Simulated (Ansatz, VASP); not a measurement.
One calculation of C, two programs

Contents of INCAR:

```
  PREC = Accurate
  ENCUT = 600
  EDIFF = 1E-7
  ISMEAR = 0
  SIGMA = 0.01
  LREAL = F
  LASPH = T
  NELM = 100
  ALGO = Normal
  ISIF = 3
  LWAVE = F
  LCHARG = F
  GGA = PE
  IBRION = 2
  NSW = 100
  EDIFFG = -0.01
```

KPOINTS

```
regular mesh
0
Gamma
  16 16 16
```

File POSCAR:

```
C
1.0
    0.0000000000      2.1379855184      4.1287016796
    1.2325892868      0.0000000000      4.1287016796
    1.2325892868      2.1379855184      0.0000000000
C
2
Direct
    0.1668109394      0.8331890606      0.1668109394
    0.8331890606      0.1668109394      0.8331890606
```

Input for Ansatz:

```yaml
crystal:
  lattice:
    - [0.0, 2.1379855184, 4.1287016796]
    - [1.2325892868, 0.0, 4.1287016796]
    - [1.2325892868, 2.1379855184, 0.0]
  atoms:
    - { symbol: C, position: [0.1668109394, 0.8331890606, 0.1668109394] }
    - { symbol: C, position: [0.8331890606, 0.1668109394, 0.8331890606] }
basis:
  ecutwfc: 420
kpoints:
  mp_grid: { grid: [16, 16, 16] }
hamiltonian:
  xc: pbe
scf:
  occupations: { method: gaussian, width: 0.01 }
output:
  forces: true
  stress: true
  eigenvalues: true
relax:
  adjacent_minimum: "off"
  f_tol: 0.01
  max_steps: 80
  cell: { stress_tol: 0.05 }
```

Alike in both runs: task relaxation of cell and atoms; functional PBE; k mesh 16 × 16 × 16; occupations gaussian, width 0.01 eV; no spin polarisation.

|  | VASP | Ansatz |
| --- | --- | --- |
| version | VASP 6.6.1 | Ansatz 0.2.0 |
| potentials or method | VASP PAW PBE potentials, release 64 (C), cutoff 600 eV | scalar-relativistic, plane waves, PAW |
| valence electrons in the cell | 8 | 8 |

|  | VASP | Ansatz | Ansatz less VASP |
| --- | --- | --- | --- |
| gap on the k mesh at the Fermi level, each at its own relaxed structure (eV) | 0.94 | 1.01 | +0.077 |
| relaxed volume (Å³/atom) | 10.88 | 11.32 | +0.447 |
| relaxed cell length with the largest relative difference (Å) | 4.308 | 4.472 | +0.1637 |
